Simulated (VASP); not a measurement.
Al:

```
Al
1.0
     0.00000    2.02481    2.02481
     2.02481    0.00000    2.02481
     2.02481    2.02481    0.00000
Al
1
Cartesian
  0.0000 0.0000 0.0000
```

| Item | Value |
| --- | --- |
| Program | VASP 6.6.1 |
| Task | relaxation of cell and atoms |
| Functional | r2SCAN |
| Potentials or basis | VASP PAW PBE potentials, release 64 (Al) |
| Cutoff | 600 eV |
| k mesh | 11 × 11 × 11 |
| Occupations | fermi-dirac, width 0.05 eV |
| Spin | no spin polarisation |

At the start: pressure -3.6 GPa; volume 16.60 Å³/atom.

Problem. How do energy, volume and symmetry change on relaxing?

Solution. Over 3 steps the energy falls by 8.5 meV/atom and the volume is 15.89 Å³/atom (-4.3 %); space group Fm-3m (No. 225, to 0.05 Å).

Step by step:
```tsv
step	energy change (eV)	largest force (eV/Å)	pressure (GPa)	volume (Å³)
1	0.0000	0.0000	-3.64	16.60
2	-0.0079	0.0000	1.08	15.71
3	-0.0085	0.0000	0.03	15.89
```

Final structure:
```
CELL_PARAMETERS angstrom
0.00000 1.99531 1.99531
1.99531 0.00000 1.99531
1.99531 1.99531 0.00000
ATOMIC_POSITIONS crystal
Al 0.00000 0.00000 0.00000
```

The cell as given is a measured one (16.60 Å³/atom); r2SCAN puts the equilibrium volume -4.3 % from it, thermal expansion not counted.

Caveat: the PAW data sets were made with another functional, which shifts forces and pressure a little.
